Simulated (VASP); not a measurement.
Write the native input for VASP 6.6.1 that does the following.

```
Task                   : single point
Functional             : PBE
Potentials or basis    : VASP PAW PBE potentials, release 64 (Ir)
Cutoff                 : 520 eV
k mesh                 : 8 × 8 × 8
Occupations            : gaussian, width 0.1 eV
Spin                   : no spin polarisation
Dipole correction      : no
Further INCAR settings : ALGO = Normal; EDIFF = 1e-06; NBANDS = 10
```

The structure of Ir lies in POSCAR:

```
Ir
1.0
    0.0000000000      1.9269646700      1.9269646700
    1.9269646700      0.0000000000      1.9269646700
    1.9269646700      1.9269646700      0.0000000000
Ir
1
Direct
    0.0000000000      0.0000000000      0.0000000000
```

These files were run (other wordings do the same):

INCAR

```
SYSTEM = Ir
PREC     = Accurate       ! precision mode
ENCUT    = 520            ! plane-wave cutoff, eV
EDIFF    = 1E-6           ! SCF threshold, eV
ISMEAR   = 0              ! smearing method
SIGMA    = 0.1            ! smearing width, eV
LREAL    = .False.        ! projectors in reciprocal space
LASPH    = .True.         ! aspherical terms in the spheres
NELM     = 80             ! most SCF steps
ALGO     = Normal         ! electronic algorithm
ISIF     = 2              ! what is computed and relaxed
LWAVE    = .False.        ! write WAVECAR
LCHARG   = .False.        ! write CHGCAR
GGA      = PE             ! functional
NBANDS   = 10             ! bands
```

KPOINTS

```
regular mesh
0
Gamma
  8 8 8
  0 0 0
```

Potentials or basis: VASP PAW PBE potentials, release 64 (Ir).

Command:

```console
$ cat potpaw_PBE.64/Ir/POTCAR > POTCAR
$ mpirun -np 1 vasp_std > vasp.out
```

It gave:

The pressure is 6.6 GPa.

Wall time 6.1 s on 1 thread of AMD EPYC 7R43 64-Core Processor (Zen 3), with other jobs on the host, peak memory 0.09 GiB.
